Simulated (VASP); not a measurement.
# Os (Fm-3m) in VASP: a series of runs

The runs below take Os through single point, with r2SCAN+U, LDA, PBEsol.

All numbers are computed with VASP 6.6.1; they aren't measurements. Logs are shortened: lines on timing, memory, paths and dates and some standing lists are left out, and cuts for length are marked.

## Step 1: The cell of the first run

It takes space group Fm-3m (No. 225, cubic). The conventional cell has a = 3.728 Å, b = 3.728 Å, c = 3.728 Å, α = 90.00°, β = 90.00°, γ = 90.00°. Os (site symmetry m-3m) has 12 Os at 2.64 Å within 3.5 Å.

This isn't the form of Os at room conditions, which is hcp.

## Step 2: Single point, r2SCAN+U (12.95 Å³/atom)

POSCAR reads:

```
Os
1.0
    0.0000000000      1.8638623244      1.8638623244
    1.8638623244      0.0000000000      1.8638623244
    1.8638623244      1.8638623244      0.0000000000
Os
1
Direct
    0.0000000000      0.0000000000      0.0000000000
```

INCAR.step1 reads:

```
SYSTEM = Os
PREC = Accurate
ENCUT = 550
ISMEAR = -1
SIGMA = 0.05
LREAL = .FALSE.
LASPH = .TRUE.
NELM = 200
LMAXMIX = 4
LDAU = .TRUE.
LDAUTYPE = 2
LDAUL = 2
LDAUU = 3.5
LDAUJ = 0
NBANDS = 14
GGA = PE
ALGO = Normal
EDIFF = 1E-5
LWAVE = .TRUE.
LCHARG = .FALSE.
GGA_COMPAT = .FALSE.
```

INCAR.step2 reads:

```
SYSTEM = Os
PREC = Accurate
ENCUT = 550
EDIFF = 1E-6
ISMEAR = -1
SIGMA = 0.05
LREAL = .FALSE.
LASPH = .TRUE.
NELM = 200
ALGO = Normal
ISIF = 2
LWAVE = .FALSE.
LCHARG = .FALSE.
LMAXMIX = 4
LDAU = .TRUE.
LDAUTYPE = 2
LDAUL = 2
LDAUU = 3.5
LDAUJ = 0
LDAUPRINT = 1
METAGGA = R2SCAN
LMIXTAU = .TRUE.
NBANDS = 14
ISTART = 1
GGA_COMPAT = .FALSE.
```

KPOINTS reads:

```
Automatic mesh
0
G
  12 12 12
  0 0 0
```

Potentials or basis: VASP PAW PBE potentials, release 64 (Os_sv_GW).

Run with:

```
$ cat potpaw_PBE.64/Os_sv_GW/POTCAR > POTCAR
$ cp INCAR.step1 INCAR
$ mpirun -np 1 vasp_std > vasp.out
$ cp INCAR.step2 INCAR
$ mpirun -np 1 vasp_std > vasp.out
```

OUTCAR:

```text
SYSTEM = Os
   PREC = Accurate
   ENCUT = 550
   EDIFF = 1E-6
   ISMEAR = -1
   LREAL = .FALSE.
   LASPH = .TRUE.
   NELM = 200
   ISIF = 2
   METAGGA = R2SCAN
   ISTART = 1

 ion  position               nearest neighbor table
   1  0.000  0.000  0.000-

  LATTYP: Found a face centered cubic cell.
 ALAT       =     3.7277246488

  Lattice vectors:

 A1 = (   0.0000000000,   1.8638623244,   1.8638623244)
 A2 = (   1.8638623244,   0.0000000000,   1.8638623244)
 A3 = (   1.8638623244,   1.8638623244,   0.0000000000)

Analysis of symmetry for initial positions (statically):
=====================================================================
 Subroutine PRICEL returns:
 Original cell was already a primitive cell.

 Routine SETGRP: Setting up the symmetry group for a
 face centered cubic supercell.

 Subroutine GETGRP returns: Found 48 space group operations
 (whereof 48 operations were pure point group operations)
 out of a pool of 48 trial point group operations.

The static configuration has the point symmetry O_h .

Analysis of symmetry for dynamics (positions and initial velocities):
=====================================================================
 Subroutine PRICEL returns:
 Original cell was already a primitive cell.

 Routine SETGRP: Setting up the symmetry group for a
 face centered cubic supercell.

 Subroutine GETGRP returns: Found 48 space group operations
 (whereof 48 operations were pure point group operations)
 out of a pool of 48 trial point group operations.

The dynamic configuration has the point symmetry O_h .

 Subroutine INISYM returns: Found 48 space group operations
 (whereof 48 operations are pure point group operations),
 and found     1 'primitive' translations

----------------------------------------------------------------------------------------

                                     Primitive cell

  volume of cell :      12.9501

  direct lattice vectors                    reciprocal lattice vectors
     0.000000000  1.863862324  1.863862324    -0.268260157  0.268260157  0.268260157
     1.863862324  0.000000000  1.863862324     0.268260157 -0.268260157  0.268260157
     1.863862324  1.863862324  0.000000000     0.268260157  0.268260157 -0.268260157

  length of vectors
     2.635899378  2.635899378  2.635899378     0.464640222  0.464640222  0.464640222

  position of ions in fractional coordinates (direct lattice)
     0.000000000  0.000000000  0.000000000

  ion indices of the primitive-cell ions
   primitive index   ion index
                 1           1

----------------------------------------------------------------------------------------

 KPOINTS: Automatic mesh

Automatic generation of k-mesh.
 Grid dimensions read from file:
 generate k-points for:   12   12   12

 Generating k-lattice:

  Cartesian coordinates                     Fractional coordinates (reciprocal lattice)
    -0.022355013  0.022355013  0.022355013     0.083333333  0.000000000  0.000000000
     0.022355013 -0.022355013  0.022355013     0.000000000  0.083333333  0.000000000
     0.022355013  0.022355013 -0.022355013     0.000000000  0.000000000  0.083333333

  Length of vectors
     0.038720018  0.038720018  0.038720018

  Shift w.r.t. Gamma in fractional coordinates (k-lattice)
     0.000000000  0.000000000  0.000000000

 Subroutine IBZKPT returns following result:
 ===========================================

 Found     72 irreducible k-points:

 Following reciprocal coordinates:
            Coordinates               Weight
  0.000000  0.000000  0.000000      1.000000
  0.083333  0.000000  0.000000      8.000000
  0.166667  0.000000  0.000000      8.000000
  0.250000  0.000000  0.000000      8.000000
  0.333333  0.000000  0.000000      8.000000
  0.416667  0.000000  0.000000      8.000000
[... 16 lines left out ...]
  0.500000  0.166667  0.000000     24.000000
 -0.416667  0.166667  0.000000     24.000000
 [... further k-points ...]
   k-points           NKPTS =     72   k-points in BZ     NKDIM =     72   number of bands    NBANDS=     14
   number of dos      NEDOS =    301   number of ions     NIONS =      1
   total plane-waves  NPLWV =   8000
   dimension x,y,z NGX =    20 NGY =   20 NGZ =   20
   dimension x,y,z NGXF=    40 NGYF=   40 NGZF=   40
   ions per type =               1
   NGX,Y,Z   is equivalent  to a cutoff of  12.61, 12.61, 12.61 a.u.
   NGXF,Y,Z  is equivalent  to a cutoff of  25.23, 25.23, 25.23 a.u.
 SYSTEM =  Os
   PREC   = accura    normal or accurate (medium, high low for compatibility)
   ISTART =      1    job   : 0-new  1-cont  2-samecut
   ICHARG =      0    charge: 1-file 2-atom 10-const
   ISPIN  =      1    spin polarized calculation?
   LNONCOLLINEAR =      F non collinear calculations
   LSORBIT =      F    spin-orbit coupling
   LASPH  =      T    aspherical Exc in radial PAW
   ENCUT  =  550.0 eV  40.42 Ry    6.36 a.u.   5.04  5.04  5.04*2*pi/ulx,y,z
   NELM   =    200;   NELMIN=  2; NELMDL=  0     # of ELM steps
   EDIFF  = 0.1E-05   stopping-criterion for ELM
   LREAL  =      F    real-space projection
   EDIFFG = 0.1E-04   stopping-criterion for IOM
   NSW    =      0    number of steps for IOM
   IBRION =     -1    ionic relax: 0-MD 1-quasi-New 2-CG
   NFREE  =      0    steps in history (QN), initial steepest desc. (CG)
   ISIF   =      2    stress and relaxation
   ISYM   =      2    0-nonsym 1-usesym 2-fastsym
   POTIM  = 0.5000    time-step for ionic-motion
   TEBEG  =    0.0;   TEEND  =   0.0 temperature during run
   PSTRESS=    0.0 pullay stress
   NELECT =      16.0000    total number of electrons
   NUPDOWN=      -1.0000    fix difference up-down
   EMIN   =  10.00;   EMAX   =-10.00  energy-range for DOS
   EFERMI =   0.00;   METHOD = LEGACY
   ISMEAR =    -1;   SIGMA  =   0.05  broadening in eV -4-tet -1-fermi 0-gaus
   EFERMI_NEDOS =   21; number of points for ismear=-14 and -15
   IALGO  =     38    algorithm
   IMIX   =      4    mixing-type and parameters
     AMIX     =   0.40;   BMIX     =  1.00
     AMIX_MAG =   1.60;   BMIX_MAG =  1.00
  volume/ion in A,a.u.               =      12.95        87.39
  Fermi-wavevector in a.u.,A,eV,Ry     =   1.756673  3.319631 41.986233  3.085901
  Thomas-Fermi vector in A             =   2.826177
   LORBIT       =      0    0 simple, 1 ext, 2 COOP (PROOUT), +10 PAW based schemes
 LDA+U is selected, type is set to LDAUTYPE =  2
   angular momentum for each species LDAUL =     2
   U (eV)           for each species LDAUU =   3.5
   J (eV)           for each species LDAUJ =   0.0
   METAGGA = R2SCAN    functional components
   LHFCALC =     F    Hartree Fock is set to
   AEXX    =    0.0000 exact exchange contribution
   IVDW    =     0    specifies the selected vdW correction
   LEPSILON=     F    determine dielectric tensor
   LRPA    =     F    only Hartree local field effects (RPA)
 non-spin polarized calculation
  energy-cutoff  :      550.00
  volume of cell :       12.95
 maximum number of plane-waves:       392
   NGX =  9   NGY =  9   NGZ =  9

atom =   1  type =  1  l = 2

 onsite density matrix

spin component  1

  0.5218 -0.0000  0.0000 -0.0000  0.0000
 -0.0000  0.5218 -0.0000  0.0000 -0.0000
  0.0000 -0.0000  0.5662  0.0000  0.0000
 -0.0000  0.0000  0.0000  0.5218  0.0000
  0.0000 -0.0000  0.0000  0.0000  0.5662

spin component  2

  0.5218 -0.0000  0.0000 -0.0000  0.0000
 -0.0000  0.5218 -0.0000  0.0000 -0.0000
  0.0000 -0.0000  0.5662  0.0000  0.0000
 -0.0000  0.0000  0.0000  0.5218  0.0000
  0.0000 -0.0000  0.0000  0.0000  0.5662

 occupancies and eigenvectors

  o =  0.5218  v = -0.0907 -0.9851  0.0000 -0.1460  0.0000  0.0000  0.0000  0.0000  0.0000  0.0000      0.0000  0.0000  0.0000  0.0000  0.0000  0.0000  0.0000  0.0000  0.0000  0.0000
  o =  0.5218  v =  0.0000  0.0000  0.0000  0.0000  0.0000 -0.0907 -0.9851  0.0000 -0.1460  0.0000      0.0000  0.0000  0.0000  0.0000  0.0000  0.0000  0.0000  0.0000  0.0000  0.0000
  o =  0.5218  v =  0.0000  0.0000  0.0000  0.0000  0.0000  0.9929 -0.1008 -0.0000  0.0635 -0.0000      0.0000  0.0000  0.0000  0.0000  0.0000  0.0000  0.0000  0.0000  0.0000  0.0000
  o =  0.5218  v =  0.9929 -0.1008 -0.0000  0.0635 -0.0000  0.0000  0.0000  0.0000  0.0000  0.0000      0.0000  0.0000  0.0000  0.0000  0.0000  0.0000  0.0000  0.0000  0.0000  0.0000
  o =  0.5218  v =  0.0772  0.1392  0.0000 -0.9873  0.0000  0.0000  0.0000  0.0000  0.0000  0.0000      0.0000  0.0000  0.0000  0.0000  0.0000  0.0000  0.0000  0.0000  0.0000  0.0000
  o =  0.5218  v =  0.0000  0.0000  0.0000  0.0000  0.0000  0.0772  0.1392  0.0000 -0.9873  0.0000      0.0000  0.0000  0.0000  0.0000  0.0000  0.0000  0.0000  0.0000  0.0000  0.0000
  o =  0.5662  v = -0.0000 -0.0000 -1.0000 -0.0000 -0.0007  0.0000  0.0000  0.0000  0.0000  0.0000      0.0000  0.0000  0.0000  0.0000  0.0000  0.0000  0.0000  0.0000  0.0000  0.0000
  o =  0.5662  v =  0.0000  0.0000  0.0000  0.0000  0.0000 -0.0000 -0.0000 -1.0000 -0.0000 -0.0007      0.0000  0.0000  0.0000  0.0000  0.0000  0.0000  0.0000  0.0000  0.0000  0.0000
  o =  0.5662  v =  0.0000  0.0000  0.0000  0.0000  0.0000  0.0000  0.0000 -0.0007  0.0000  1.0000      0.0000  0.0000  0.0000  0.0000  0.0000  0.0000  0.0000  0.0000  0.0000  0.0000
  o =  0.5662  v =  0.0000  0.0000 -0.0007  0.0000  1.0000  0.0000  0.0000  0.0000  0.0000  0.0000      0.0000  0.0000  0.0000  0.0000  0.0000  0.0000  0.0000  0.0000  0.0000  0.0000

 number of electron      15.9999998 magnetization

 Free energy of the ion-electron system (eV)
  ---------------------------------------------------
  ext. energy  EPLUGINS =         0.00000000
  ---------------------------------------------------
  free energy    TOTEN  =       -49.48088457 eV

  energy without entropy =      -49.47764726  energy(sigma->0) =      -49.47926592

 E-fermi :  14.8579     XC(G=0): -16.5661

 val. band max:       14.8367222740   @ k =   0.0000   0.0000   0.0000
 cond. band min:      14.8778912436   @ k =  -0.4167   0.3333   0.0000
 fundamental gap:      0.0411689695
 Fermi energy:        14.8579489390

 k-point     1 :       0.0000    0.0000    0.0000
  band No.  band energies     occupation
      1     -73.6925      2.00000
      2     -31.7506      2.00000
      3     -31.7506      2.00000
      4     -31.7506      2.00000
      5       2.9900      2.00000
      6      11.4455      2.00000
      7      11.4455      2.00000
      8      11.4455      2.00000
      9      14.8367      1.20914
     10      14.8367      1.20914
     11      28.7003      0.00000
     12      35.2896      0.00000
     13      35.2896      0.00000
     14      35.2896      0.00000

 k-point     2 :       0.0833    0.0000    0.0000
  band No.  band energies     occupation
      1     -73.6827      2.00000
      2     -31.8605      2.00000
      3     -31.7655      2.00000
      4     -31.7655      2.00000
      5       3.3623      2.00000
      6      11.2124      2.00000
      7      11.6103      2.00000
      8      11.6103      2.00000
      9      14.7104      1.90071
     10      14.7104      1.90071
     11      29.3956      0.00000
     12      33.9286      0.00000
     13      35.9525      0.00000
     14      35.9525      0.00000

 k-point     3 :       0.1667    0.0000    0.0000
  band No.  band energies     occupation
      1     -73.6537      2.00000
      2     -32.1494      2.00000
      3     -31.8035      2.00000
      4     -31.8035      2.00000
      5       4.3597      2.00000
      6      10.7558      2.00000
      7      11.9306      2.00000
      8      11.9306      2.00000
      9      14.5834      1.99179
     10      14.5834      1.99179
     11      30.7263      0.00000
     12      32.2089      0.00000
     13      37.8191      0.00000
     14      37.8191      0.00000
[... 324 lines left out ...]
 k-point    23 :       0.5000    0.1667    0.0000
  band No.  band energies     occupation
      1     -73.5206      2.00000
      2     -33.1095      2.00000
      3     -32.1851      2.00000
      4     -32.0415      2.00000
      5       7.2181      2.00000
      6      10.0042      2.00000
      7      12.0719      2.00000
      8      12.3468      2.00000
      9      17.9005      0.00000
     10      20.0768      0.00000
     11      25.3370      0.00000
     12      31.0985      0.00000
     13      35.2880      0.00000
     14      36.4609      0.00000

 k-point    24 :      -0.4167    0.1667    0.0000
  band No.  band energies     occupation
      1     -73.5179      2.00000
      2     -33.1226      2.00000
      3     -32.2349      2.00000
      4     -32.0104      2.00000
      5       7.3178      2.00000
      6      10.0453      2.00000
      7      12.1811      2.00000
      8      12.4600      2.00000
      9      17.1460      0.00000
     10      20.8098      0.00000
     11      25.1560      0.00000
     12      31.0637      0.00000
     13      34.6838      0.00000
     14      36.6880      0.00000

 [... further k-points ...]

------------------------ aborting loop because EDIFF is reached ----------------------------------------

  FORCE on cell =-STRESS in cart. coord.  units (eV):
  Direction    XX          YY          ZZ          XY          YZ          ZX
  --------------------------------------------------------------------------------------
  -------------------------------------------------------------------------------------
  Total        3.0489852      3.0489852      3.0489852      0.0000000      0.0000000      0.0000000
  in kB      377.2197424    377.2197424    377.2197424      0.0000000      0.0000000      0.0000000
  external PRESSURE =     377.2197424 kB  Pullay stress =       0.0000000 kB

 VOLUME and BASIS-vectors are now :
 -----------------------------------------------------------------------------
  energy-cutoff  :      550.00
  volume of cell :       12.95
      direct lattice vectors                 reciprocal lattice vectors
     0.000000000  1.863862324  1.863862324    -0.268260157  0.268260157  0.268260157
     1.863862324  0.000000000  1.863862324     0.268260157 -0.268260157  0.268260157
     1.863862324  1.863862324  0.000000000     0.268260157  0.268260157 -0.268260157

 POSITION                                       TOTAL-FORCE (eV/Angst)
 -----------------------------------------------------------------------------------
      0.00000      0.00000      0.00000         0.000000      0.000000      0.000000
 -----------------------------------------------------------------------------------
    total drift:                                0.000000      0.000000      0.000000

  FREE ENERGIE OF THE ION-ELECTRON SYSTEM (eV)
  ---------------------------------------------------
  free  energy   TOTEN  =       -49.4808845710 eV

  energy  without entropy=      -49.4776472641  energy(sigma->0) =      -49.47926592
```

It took 57 s on 1 thread of Intel Xeon Platinum 8488C (Sapphire Rapids), shared host; peak memory 0.14 GiB.

Results:

```yaml
Free_energy: -49.4809 eV
Pressure: 37.7 GPa
Band_gap_on_the_k_mesh: zero (bands 8 and 9 overlap by 4.52 eV)
```

Eigenvalues of the final occupation matrices:
```csv
site,spin,trace,eigenvalues
site 1 d,1,2.70,0.52 0.52 0.52 0.57 0.57
site 1 d,2,2.70,0.52 0.52 0.52 0.57 0.57
```

Caveat: the cell stands under pressure; the PAW data sets were made with another functional, which shifts forces and pressure a little; spin-orbit coupling is left out, which moves the levels of the heavy elements; U without spin polarisation on a metal has little footing; the U is typed as a test and isn't derived for this compound.

[end of part 1 of 2]
